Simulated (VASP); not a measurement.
Here is a VASP 6.6.1 calculation.

The input INCAR:

```
SYSTEM = Ag
  PREC = Accurate
  ENCUT = 520
  EDIFF = 1E-6
  ISMEAR = -1
  SIGMA = 0.08
  LREAL = .False.
  LASPH = .True.
  NELM = 60
  ALGO = Normal
  ISIF = 2
  LWAVE = .False.
  LCHARG = .False.
  GGA = PS
  NBANDS = 18
```

The input KPOINTS:

```
Automatic mesh
0
Gamma
  16 16 8
  0 0 0
```

POSCAR

```
Ag
1.0
    2.8657138454      0.0000000000      0.0000000000
   -1.4328569227      2.4817809901      0.0000000000
    0.0000000000      0.0000000000      4.6966158744
Ag
2
Direct
    0.3333333333      0.6666666667      0.2500000000
    0.6666666667      0.3333333333      0.7500000000
```

Potentials or basis: VASP PAW PBE potentials, release 64 (Ag).

Run with:

```console
$ cat potpaw_PBE.64/Ag/POTCAR > POTCAR
$ mpirun -np 1 vasp_std > vasp.out
```

Task: What does it give for the pressure?

Result: -0.2 GPa.

Task: Estimate the band gap on the k mesh.

Result: Zero (band 11 reaches 12.20 eV, above the bottom of band 12 at 5.12 eV).

Caveat: the PAW data sets were made with another functional, which shifts forces and pressure a little.
